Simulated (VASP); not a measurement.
Wanted: the native input for a VASP 6.6.1 run.

* Task: single point
* Functional: PBEsol
* Potentials or basis: VASP PAW PBE potentials, release 64 (Ba_sv, S)
* Cutoff: 520 eV
* k mesh: 8 × 8 × 8
* Occupations: gaussian, width 0.05 eV
* Spin: non-collinear spin, zero start, spin-orbit coupling
* Starting moments: [[0.0, 0.0, 0.0], [0.0, 0.0, 0.0]] μB
* Dipole correction: no
* Further INCAR settings: ALGO = Normal; EDIFF = 1e-07; NBANDS = 28

The structure of BaS lies in POSCAR:

```
BaS
1.0
    0.0000000000      3.1937508250      3.1937508250
    3.1937508250      0.0000000000      3.1937508250
    3.1937508250      3.1937508250      0.0000000000
Ba S
1 1
Direct
    0.5000000000      0.5000000000      0.5000000000
    0.0000000000      0.0000000000      0.0000000000
```

One way to write it, as run:

INCAR

```
SYSTEM = BaS
ALGO = Normal
EDIFF = 1E-7
ENCUT = 520
GGA = PS
GGA_COMPAT = .FALSE.
ISIF = 2
ISMEAR = 0
LASPH = .TRUE.
LCHARG = .TRUE.
LORBIT = 11
LORBMOM = .TRUE.
LREAL = .FALSE.
LSORBIT = .TRUE.
LVHAR = .TRUE.
LWAVE = .FALSE.
MAGMOM = 0 0 0 0 0 0
NBANDS = 28
NELM = 150
PREC = Accurate
SIGMA = 0.05
```

KPOINTS

```
k-points
0
G
  8 8 8
  0 0 0
```

Potentials or basis: VASP PAW PBE potentials, release 64 (Ba_sv, S).

Run with:

```bash
$ cat potpaw_PBE.64/Ba_sv/POTCAR potpaw_PBE.64/S/POTCAR > POTCAR
$ mpirun -np 1 vasp_ncl > vasp.out
```

It gave:

```
Pressure                                              : -0.5 GPa
Net moment                                            : 0.00 μB per cell
Valence electrons inside the program's atomic spheres : Ba 7.89; S 3.72
```

Caveat: the PAW data sets were made with another functional, which shifts forces and pressure a little.

It took 110 s on 1 thread of Intel(R) Xeon(R) Platinum 8488C (Sapphire Rapids) (shared host), peak memory 0.41 GiB.
